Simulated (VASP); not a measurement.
# In2S (P6mm) in VASP: further runs, part 2 of 2

VASP 6.6.1. Earlier steps stand in the parts before.

### Step 3. Single point, PBE

This run uses another cell than the first one, of 28.86 Å³/atom.

The input, INCAR:

```
SYSTEM = In2S
PREC = Accurate ; ENCUT = 520
EDIFF = 1E-7 ; ISMEAR = 0
SIGMA = 0.1 ; LREAL = .False.
LASPH = .True. ; NELM = 80
ALGO = Normal ; ISIF = 2
LWAVE = .False. ; LCHARG = .False.
GGA = PE ; NBANDS = 23
```

The input, KPOINTS:

```
Automatic mesh
0
Gamma
  6 6 4
  0 0 0
```

The input, POSCAR:

```
In2S
1.0
    4.7055464800      0.0000000000      0.0000000000
   -2.3527732400      4.0751227900      0.0000000000
    0.0000000000      0.0000000000      4.5157538500
In S
2 1
Direct
    0.3333333300      0.6666666700      0.4471106700
    0.6666666700      0.3333333300      0.4471106700
    0.0000000000      0.0000000000      0.7276843900
```

Potentials or basis: VASP PAW PBE potentials, release 64 (In_d, S).

Launch:

```console
> cat potpaw_PBE.64/In_d/POTCAR potpaw_PBE.64/S/POTCAR > POTCAR
> mpirun -np 1 vasp_std > vasp.out
```

OUTCAR:

```text
SYSTEM = In2S
   PREC = Accurate
   ENCUT = 520
   EDIFF = 1E-7
   ISMEAR = 0
   LREAL = .False.
   LASPH = .True.
   NELM = 80
   ISIF = 2
   GGA = PE

 ion  position               nearest neighbor table
   1  0.333  0.667  0.447-   2 2.72   2 2.72   2 2.72   3 3.00   3 3.00   3 3.00
   2  0.667  0.333  0.447-   1 2.72   1 2.72   1 2.72   3 3.00   3 3.00   3 3.00
   3  0.000  0.000  0.728-   1 3.00   2 3.00   1 3.00   2 3.00   2 3.00   1 3.00

  LATTYP: Found a hexagonal cell.
 ALAT       =     4.7055464800
 C/A-ratio  =     0.9596661874

  Lattice vectors:
[... 732 lines left out ...]

  FORCE on cell =-STRESS in cart. coord.  units (eV):
  Direction    XX          YY          ZZ          XY          YZ          ZX
  --------------------------------------------------------------------------------------
  -------------------------------------------------------------------------------------
  Total        4.3577287      4.3577287     -0.0901572      0.0000000      0.0000000      0.0000000
  in kB       80.6287165     80.6287165     -1.6681298      0.0000000      0.0000000      0.0000000
  external PRESSURE =      53.1964344 kB  Pullay stress =       0.0000000 kB

 VOLUME and BASIS-vectors are now :
 -----------------------------------------------------------------------------
  energy-cutoff  :      520.00
  volume of cell :       86.59
      direct lattice vectors                 reciprocal lattice vectors
     4.705546480  0.000000000  0.000000000     0.212515168  0.122695689  0.000000000
    -2.352773240  4.075122790  0.000000000     0.000000000  0.245391379  0.000000000
     0.000000000  0.000000000  4.515753850     0.000000000  0.000000000  0.221446968

 POSITION                                       TOTAL-FORCE (eV/Angst)
 -----------------------------------------------------------------------------------
     -0.00000      2.71675      2.01904         0.000000      0.000000     -0.245646
      2.35277      1.35837      2.01904        -0.000000      0.000000     -0.245646
      0.00000      0.00000      3.28604        -0.000000     -0.000000      0.491292
 -----------------------------------------------------------------------------------
    total drift:                                0.000000      0.000000     -0.000131

  FREE ENERGIE OF THE ION-ELECTRON SYSTEM (eV)
  ---------------------------------------------------
  free  energy   TOTEN  =        -8.5473278715 eV

  energy  without entropy=       -8.5447713234  energy(sigma->0) =       -8.54604960
```

OSZICAR:

```text
N       E                     dE             d eps       ncg     rms          rms(c)
DAV:   1     0.273777475641E+03    0.27378E+03   -0.15267E+04   966   0.166E+03
DAV:   2     0.176514992408E+02   -0.25613E+03   -0.24565E+03   980   0.396E+02
DAV:   3    -0.806679336651E+01   -0.25718E+02   -0.24785E+02  1264   0.136E+02
DAV:   4    -0.912113019294E+01   -0.10543E+01   -0.10534E+01  1120   0.300E+01
DAV:   5    -0.917463961893E+01   -0.53509E-01   -0.53508E-01  1573   0.609E+00    0.639E+00
DAV:   6    -0.855088060133E+01    0.62376E+00   -0.89579E-01  1526   0.138E+01    0.396E+00
DAV:   7    -0.855273341200E+01   -0.18528E-02   -0.27585E-01  1072   0.261E+00    0.200E+00
DAV:   8    -0.854784328758E+01    0.48901E-02   -0.26694E-02  1422   0.115E+00    0.391E-01
DAV:   9    -0.854707677107E+01    0.76652E-03   -0.40620E-03  1421   0.618E-01    0.162E-01
DAV:  10    -0.854727516620E+01   -0.19840E-03   -0.87945E-04  1215   0.295E-01    0.646E-02
DAV:  11    -0.854732043129E+01   -0.45265E-04   -0.12710E-04  1291   0.739E-02    0.346E-02
DAV:  12    -0.854732716646E+01   -0.67352E-05   -0.39605E-05  1449   0.453E-02    0.171E-02
DAV:  13    -0.854732785740E+01   -0.69095E-06   -0.38163E-06  1274   0.200E-02    0.839E-03
DAV:  14    -0.854732787152E+01   -0.14114E-07   -0.42048E-07  1043   0.405E-03
   1 F= -.85473279E+01 E0= -.85460496E+01  d E =-.255655E-02
```

stdout:

```text
POSCAR found type information on POSCAR InS
 POSCAR found :  2 types and       3 ions
 scaLAPACK will be used
 LDA part: xc-table for (Slater+PW92), standard interpolation
 POSCAR, INCAR and KPOINTS ok, starting setup
 FFT: planning ... GRIDC
 FFT: planning ... GRID_SOFT
 FFT: planning ... GRID
 WAVECAR not read
 entering main loop
```

Wall time 31 s (1 thread of Intel Xeon Platinum 8259CL at 2.50GHz (Skylake/Cascade Lake), shared host); peak memory 0.21 GiB.

Results:

| Item | Value |
| --- | --- |
| Free energy | -8.5473 eV |
| Pressure | 5.3 GPa |
| Largest force | 0.491 eV/Å |
| Band gap on the k mesh | zero (bands 16 and 17 overlap by 0.46 eV) |

Forces in eV/Å, atoms in the order of the input:
```
In   0.000  0.000 -0.246
In   0.000  0.000 -0.246
S    0.000  0.000  0.491
```

Levels at points of the mesh, in eV from the Fermi level:
| k point | band 13 | band 14 | band 15 | band 16 | band 17 | band 18 | band 19 | band 20 |
| --- | --- | --- | --- | --- | --- | --- | --- | --- |
| (0.00, 0.00, 0.00) | -2.44 | -2.44 | -1.72 | 0.34 | 0.34 | 0.78 | 0.99 | 6.09 |
| (0.50, 0.00, 0.00) | -4.38 | -3.63 | -1.51 | -0.80 | 2.06 | 2.70 | 3.39 | 4.76 |
| (0.00, 0.00, 0.50) | -2.29 | -2.29 | -1.85 | -0.08 | 0.71 | 0.71 | 1.61 | 4.94 |
| (0.50, 0.00, 0.50) | -4.69 | -3.31 | -2.46 | -1.54 | 1.20 | 1.54 | 3.04 | 5.23 |

Caveat: the cell stands under pressure; spin-orbit coupling is left out, which moves the levels of the heavy elements.

### Step 4. Relaxation of cell and atoms, PBE

This run uses another cell than the first one, of 28.86 Å³/atom.

The input, INCAR:

```
SYSTEM = In2S
PREC = Accurate
ENCUT = 600
EDIFF = 1E-6
ISMEAR = 0
SIGMA = 0.1
LREAL = .False.
LASPH = .True.
NELM = 100
ALGO = Normal
ISIF = 3
LWAVE = .False.
LCHARG = .False.
GGA = PE
IBRION = 2
NSW = 90
EDIFFG = -0.04
```

KPOINTS is that of step 3.

POSCAR is that of step 3.

Potentials or basis: VASP PAW PBE potentials, release 64 (In_d, S).

Launch:

```console
> cat potpaw_PBE.64/In_d/POTCAR potpaw_PBE.64/S/POTCAR > POTCAR
> mpirun -np 1 vasp_std > vasp.out
```

OUTCAR:

```text
SYSTEM = In2S
   PREC = Accurate
   ENCUT = 600
   EDIFF = 1E-6
   ISMEAR = 0
   LREAL = .False.
   LASPH = .True.
   NELM = 100
   ISIF = 3
   GGA = PE
   IBRION = 2
   NSW = 90
   EDIFFG = -0.04

 ion  position               nearest neighbor table
   1  0.333  0.667  0.447-   2 2.72   2 2.72   2 2.72   3 3.00   3 3.00   3 3.00
   2  0.667  0.333  0.447-   1 2.72   1 2.72   1 2.72   3 3.00   3 3.00   3 3.00
   3  0.000  0.000  0.728-   1 3.00   2 3.00   1 3.00   2 3.00   2 3.00   1 3.00

  LATTYP: Found a hexagonal cell.
 ALAT       =     4.7055464800
 C/A-ratio  =     0.9596661874

  Lattice vectors:

 A1 = (   4.7055464800,   0.0000000000,   0.0000000000)
 A2 = (  -2.3527732400,   4.0751227900,   0.0000000000)
 A3 = (   0.0000000000,   0.0000000000,   4.5157538500)

[... 294 lines left out ...]
      3     -10.6041      2.00000
      4     -10.5582      2.00000
      5     -10.5582      2.00000
      6     -10.3762      2.00000
[... 472 lines left out ...]
     19       6.0067      0.00000
     20       9.9697      0.00000

[... ionic steps 4 to 14 ...]

--------------------------------------- Ionic step       15  -------------------------------------------

 number of electron      32.0000008 magnetization

------------------------ aborting loop because EDIFF is reached ----------------------------------------
[... 69 lines left out ...]
--------------------------------------- Ionic step       17  -------------------------------------------

 number of electron      32.0000007 magnetization

 Free energy of the ion-electron system (eV)
  ---------------------------------------------------
  ext. energy  EPLUGINS =         0.00000000
  ---------------------------------------------------
  free energy    TOTEN  =        -8.87492540 eV

  energy without entropy =       -8.87041072  energy(sigma->0) =       -8.87266806

 E-fermi :   5.1747     XC(G=0):  -9.4373

 val. band max:        5.1199927758   @ k =   0.0000   0.0000   0.2500
 cond. band min:       5.1795255956   @ k =   0.0000   0.0000   0.0000
 fundamental gap:      0.0595328198
 Fermi energy:         5.1747484471

 k-point     1 :       0.0000    0.0000    0.0000
  band No.  band energies     occupation
      1      -9.6710      2.00000
      2      -9.5468      2.00000
      3      -9.5468      2.00000
      4      -9.4764      2.00000
      5      -9.4764      2.00000
      6      -9.3183      2.00000
[... 502 lines left out ...]
  FREE ENERGIE OF THE ION-ELECTRON SYSTEM (eV)
  ---------------------------------------------------
  free  energy   TOTEN  =        -8.8749254022 eV

  energy  without entropy=       -8.8704107169  energy(sigma->0) =       -8.87266806

 reached required accuracy - stopping structural energy minimisation
```

Wall time 6 min (1 thread of Intel Xeon Platinum 8259CL at 2.50GHz (Skylake/Cascade Lake), shared host); peak memory 0.26 GiB.

What came out:

- Free energy: -8.8749 eV
- Relaxed volume: 27.44 Å³/atom
- Relaxed cell: a = 5.022 Å, b = 5.022 Å, c = 3.770 Å, α = 90.00°, β = 90.00°, γ = 120.00°
- Space group after relaxing (to 0.1 Å): P6mm (No. 183)
- Energy gained by relaxing: 109.1 meV/atom
- Ionic steps: 17
- Pressure after relaxing: -0.1 GPa
- Largest force after relaxing: 0.023 eV/Å
- Band gap on the k mesh: zero (bands 16 and 17 overlap by 0.05 eV)

Forces on the atoms (eV/Å):
```
In   0.000  0.000  0.011
In   0.000  0.000  0.011
S    0.000  0.000 -0.023
```

Stress tensor (GPa, compression positive):
```
-0.16  0.00  0.00
 0.00 -0.16  0.00
 0.00  0.00  0.10
```

The path:
```tsv
step	energy change (eV)	largest force (eV/Å)	pressure (GPa)	volume (Å³)
1	0.0000	0.4909	5.35	86.59
2	-0.2274	0.1132	-1.13	99.08
3	-0.2337	0.0450	-0.48	96.91
4	-0.2464	0.0176	-0.44	95.83
5	-0.2783	0.0497	-0.33	92.52
6	-0.3099	0.0940	0.01	85.70
7	-0.3101	0.0983	0.12	84.75
8	-0.3102	0.0972	0.09	85.09
9	-0.3117	0.0779	-0.19	85.42
10	-0.3118	0.0717	-0.27	85.51
11	-0.3126	0.0723	-0.26	85.32
12	-0.3152	0.0742	-0.23	84.76
13	-0.3196	0.0711	-0.13	83.64
14	-0.3232	0.0300	0.16	81.42
15	-0.3258	0.0039	0.16	81.51
16	-0.3263	0.0251	0.13	81.57
17	-0.3273	0.0229	-0.07	82.33
```

Final structure:
```xyz
3
Lattice="5.0215 0.0000 0.0000 -2.5108 4.3488 0.0000 0.0000 0.0000 3.7700" Properties=species:S:1:pos:R:3 pbc="T T T"
In    0.0000    2.8992    1.5852
In    2.5108    1.4496    1.5852
S     0.0000    0.0000    2.9442
```

Caveat: a cell axis changed by over 15 % at a fixed basis, so the end point is rough; spin-orbit coupling is left out, which moves the levels of the heavy elements.

### Step 5. The runs side by side

```csv
task,cell,cutoff (eV),gap on the mesh (eV),pressure (GPa),largest force (eV/Å)
single point,"a = 5.018, b = 5.018, c = 3.808 Å, angles 90.0, 90.0, 120.0°, 3 atoms, atomic positions A",520,none,0.0,0.03
single point,"a = 4.706, b = 4.706, c = 4.516 Å, angles 90.0, 90.0, 120.0°, 3 atoms, atomic positions B",520,none,5.3,0.49
relaxation of cell and atoms,"relaxed from a = 4.706, b = 4.706, c = 4.516 Å, angles 90.0, 90.0, 120.0°, 3 atoms, atomic positions B",600,none,-0.1,0.02
```

Alike in all rows: level PBE; potentials or basis VASP PAW PBE potentials, release 64 (In_d, S); no spin polarisation; k mesh 6 × 6 × 4; smearing gaussian 0.1 eV.

Caveats: some runs use coarse meshes; spin-orbit coupling is left out, which moves the levels of the heavy elements; the cell stands under pressure (at least some runs); a cell axis changed by over 15 % at a fixed basis, so the end point is rough (at least some runs).

Absolute energies hang on the potentials; compare differences alone.
